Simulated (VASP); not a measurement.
Zn15S16 (a cell with a defect): single point with PBEsol

Zn15S16 (a cell with a defect):

```
Zn S
1.0
     5.35609    5.35609   -5.35609
    -5.35609   -5.35609   -5.35609
    -5.35609    5.35609    5.35609
Zn S
15 16
Direct
  0.50164 0.75970 0.75000
  0.75000 0.50000 0.75000
  0.75000 0.00000 0.25000
  0.00970 0.00000 0.00164
  0.25000 0.75970 0.00164
  0.49030 0.49194 0.99030
  0.74194 0.24030 0.99030
  0.00970 0.25164 0.75000
  0.50164 0.00000 0.50970
  0.75806 0.74836 0.49836
  0.99836 0.74836 0.25806
  0.25000 0.50000 0.25000
  0.49030 0.24030 0.24194
  0.99836 0.50806 0.49836
  0.25000 0.25164 0.50970
  0.25000 0.00000 0.99049
  0.49960 0.75030 0.99960
  0.74930 0.49930 0.99970
  0.75070 0.00000 0.50040
  0.00040 0.00000 0.25070
  0.25000 0.75040 0.25070
  0.49970 0.49930 0.24930
  0.74930 0.24970 0.24930
  0.00030 0.24960 0.99960
  0.49049 0.00000 0.75000
  0.75070 0.75040 0.75000
  0.00951 0.75951 0.50951
  0.25000 0.50070 0.50040
  0.49960 0.24960 0.50030
  0.00040 0.50070 0.75000
  0.25000 0.24049 0.75000
```

```json
{
 "Program": "VASP 6.6.1",
 "Task": "single point",
 "Functional": "PBEsol",
 "Potentials or basis": "VASP PAW PBE potentials, release 64 (Zn, S)",
 "Cutoff": "520 eV",
 "k mesh": "2 × 2 × 2, shifted",
 "Occupations": "gaussian, width 0.02 eV",
 "Spin": "no spin polarisation"
}
```

- Largest force: 0.028 eV/Å

Forces on the atoms (eV/Å):
```
Zn   0.003  0.003 -0.009
Zn   0.000  0.000  0.000
Zn   0.000  0.000  0.000
Zn  -0.003  0.009  0.003
Zn  -0.009  0.003  0.003
Zn  -0.003 -0.009 -0.003
Zn   0.009  0.003 -0.003
Zn  -0.003 -0.003 -0.009
Zn   0.003  0.009 -0.003
Zn   0.009 -0.003  0.003
Zn   0.003 -0.003  0.009
Zn   0.000  0.000  0.000
Zn  -0.003  0.003  0.009
Zn   0.003 -0.009  0.003
Zn  -0.009 -0.003 -0.003
S    0.016 -0.016 -0.016
S    0.011 -0.001  0.011
S   -0.011  0.011  0.001
S   -0.011  0.001  0.011
S    0.011  0.001 -0.011
S   -0.001 -0.011 -0.011
S    0.001  0.011 -0.011
S   -0.011 -0.001 -0.011
S    0.001 -0.011  0.011
S   -0.016 -0.016  0.016
S   -0.011 -0.011 -0.001
S   -0.016  0.016 -0.016
S   -0.001  0.011  0.011
S    0.011 -0.011  0.001
S    0.011  0.011 -0.001
S    0.016  0.016  0.016
```

Levels at points of the mesh, in eV from the Fermi level:
```
           k point  band 135  band 136  band 137  band 138  band 139  band 140  band 141  band 142  band 143  band 144
(0.25, 0.25, 0.25)     -0.53     -0.53     -0.09     -0.09     -0.09      3.40      3.40      3.40      3.69      4.09
```

Wall time 11 min on 1 thread of Oxide Virtual Turin-like Processor, with other jobs on the host, peak memory 0.7 GiB.

Caveat: the cell carries a net charge on a neutralising background, which shifts energy and pressure; the cell is charged against a uniform background, so pressure and absolute levels hang on convention; the PAW data sets were made with another functional, which shifts forces and pressure a little.
